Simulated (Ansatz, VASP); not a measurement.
ReS in VASP and in Ansatz

```
CELL_PARAMETERS angstrom
0.00000 2.65548 2.65548
2.65548 0.00000 2.65548
2.65548 2.65548 0.00000
ATOMIC_POSITIONS crystal
Re 0.00000 0.00000 0.00000
S 0.50000 0.50000 0.50000
```

Alike in both runs: task single point; functional PBEsol; k mesh 14 × 14 × 14; occupations gaussian, width 0.1 eV; collinear spin.

```csv
,VASP,Ansatz
version,VASP 6.6.1,Ansatz 0.2.0
potentials or method,"VASP PAW PBE potentials, release 64 (Re, S), cutoff 520 eV","scalar-relativistic, plane waves, PAW"
valence electrons in the cell,13,21
```

Ansatz gave:

```
gap on the k mesh at the Fermi level (eV)                     : none
pressure (GPa)                                                : -25.3
net moment per atom (μB)                                      : 1.14
size of the moment on the site where the two differ most (μB) : 1.75
```

Which values does VASP return?

gap on the k mesh at the Fermi level (eV): none; pressure (GPa): -25.1; net moment per atom (μB): 1.14; size of the moment on the site where the two differ most (μB): 2.09.

VASP's potentials were made for PBE, not for PBEsol. Site moments also hang on the region over which each program counts them. A gap of «none» marks a metal or a gap that the smearing closes. With one functional, cell and mesh, what is left measures potentials, basis and numerics. VASP's potentials hold 13 valence electrons a cell and Ansatz's 21, so a difference there can come from the potentials and not from the codes.

Neither program's run includes spin-orbit coupling.
